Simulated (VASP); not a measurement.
Here is a VASP 6.6.1 calculation.

The input POSCAR:

```
AlN
1.0
    3.0134929461      0.0000000000      0.0000000000
   -1.5067464730      2.6097614454      0.0000000000
    0.0000000000      0.0000000000      5.0552598016
Al N
2 2
Direct
    0.3333333333      0.6666666667      0.0007001085
    0.6666666667      0.3333333333      0.5007001085
    0.3333333333      0.6666666667      0.3742998915
    0.6666666667      0.3333333333      0.8742998915
```

File INCAR.step1:

```
SYSTEM = AlN
ALGO     = Normal         ! electronic algorithm
EDIFF    = 1E-5           ! SCF threshold, eV
ENCUT    = 660            ! plane-wave cutoff, eV
GGA      = PE             ! functional
GGA_COMPAT= .False.      
ISMEAR   = 0              ! smearing method
LASPH    = .True.         ! aspherical terms in the spheres
LCHARG   = .False.        ! write CHGCAR
LREAL    = .False.        ! projectors in reciprocal space
LWAVE    = .True.         ! write WAVECAR
NBANDS   = 16             ! bands
NELM     = 120            ! most SCF steps
PREC     = Accurate       ! precision mode
SIGMA    = 0.01           ! smearing width, eV
```

File INCAR.step2:

```
SYSTEM = AlN
ALGO     = Normal         ! electronic algorithm
EDIFF    = 1E-6           ! SCF threshold, eV
ENCUT    = 660            ! plane-wave cutoff, eV
GGA_COMPAT= .False.      
ISIF     = 2              ! what is computed and relaxed
ISMEAR   = 0              ! smearing method
ISTART   = 1            
LASPH    = .True.         ! aspherical terms in the spheres
LCHARG   = .False.        ! write CHGCAR
LMIXTAU  = .True.       
LREAL    = .False.        ! projectors in reciprocal space
LWAVE    = .False.        ! write WAVECAR
METAGGA  = R2SCAN         ! meta-GGA
NBANDS   = 16             ! bands
NELM     = 120            ! most SCF steps
PREC     = Accurate       ! precision mode
SIGMA    = 0.01           ! smearing width, eV
```

File KPOINTS:

```
k-points
0
Gamma
  12 12 6
  0 0 0
```

Potentials or basis: VASP PAW PBE potentials, release 64 (Al, N).

Command:

```console
$ cat potpaw_PBE.64/Al/POTCAR potpaw_PBE.64/N/POTCAR > POTCAR
$ cp INCAR.step1 INCAR
$ mpirun -np 1 vasp_std > vasp.out
$ cp INCAR.step2 INCAR
$ mpirun -np 1 vasp_std > vasp.out
```

Question: Estimate the pressure.

Answer: 10.7 GPa.

Question: Predict the band gap on the k mesh.

Answer: 5.34 eV, direct.

Question: Predict the largest force.

Answer: 0.007 eV/Å.

Forces on the atoms (eV/Å):
```
Al   0.000  0.000  0.007
Al   0.000  0.000  0.007
N    0.000  0.000 -0.007
N    0.000  0.000 -0.007
```

Caveat: the cell differs from its parent crystal (epitaxial xy strain -3.0%); the PAW data sets were made with another functional, which shifts forces and pressure a little. A k mesh can miss the band edges.
